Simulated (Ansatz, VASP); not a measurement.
## One calculation of Ba, two programs

```
Ba
1.0
    -2.51249    2.51249    2.51249
     2.51249   -2.51249    2.51249
     2.51249    2.51249   -2.51249
Ba
1
Direct
  0.00000 0.00000 0.00000
```

Alike in both runs: functional PBE; k mesh 9 × 9 × 9; occupations fermi-dirac, width 0.1 eV; no spin polarisation.

Ansatz relaxed the structure, and its values are those at the end. VASP's run is a single point on that final structure, the one shown.

```csv
,VASP,Ansatz
version,VASP 6.6.1,Ansatz 0.2.0
potentials or method,"VASP PAW PBE potentials, release 64 (Ba_sv), cutoff 520 eV","plane waves (420 eV) with PAW, scalar-relativistic"
valence electrons in the cell,10,10
```

Ansatz gave:

```
pressure (GPa) : 0.0
```

Estimate VASP's values.

pressure (GPa): 0.1.

With one functional, cell and mesh, what is left measures potentials, basis and numerics.

Neither program's run includes spin-orbit coupling.
